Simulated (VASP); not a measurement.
Crystal: Nb.

```
CELL_PARAMETERS angstrom
-1.66395 1.66395 1.66395
1.66395 -1.66395 1.66395
1.66395 1.66395 -1.66395
ATOMIC_POSITIONS crystal
Nb 0.00000 0.00000 0.00000
```

- Program: VASP 6.6.1
- Task: relaxation of cell and atoms
- Functional: PBE
- Potentials or basis: VASP PAW PBE potentials, release 64 (Nb_sv)
- Cutoff: 600 eV
- k mesh: 9 × 9 × 9
- Occupations: gaussian, width 0.1 eV
- Spin: no spin polarisation

At the start: pressure -3.2 GPa; volume 18.43 Å³/atom.

How do energy, volume and symmetry change on relaxing?

Over 3 steps the energy falls by 3.7 meV/atom and the volume is 18.07 Å³/atom (-1.9 %); space group Im-3m (No. 229, to 0.05 Å).

The path:
```csv
step,energy change (eV),largest force (eV/Å),pressure (GPa),volume (Å³)
1,0.0000,0.0000,-3.23,18.43
2,0.0080,0.0000,6.26,17.46
3,-0.0037,0.0000,-0.02,18.07
```

Final structure:
```
Nb
1.0
    -1.65319    1.65319    1.65319
     1.65319   -1.65319    1.65319
     1.65319    1.65319   -1.65319
Nb
1
Direct
  0.00000 0.00000 0.00000
```
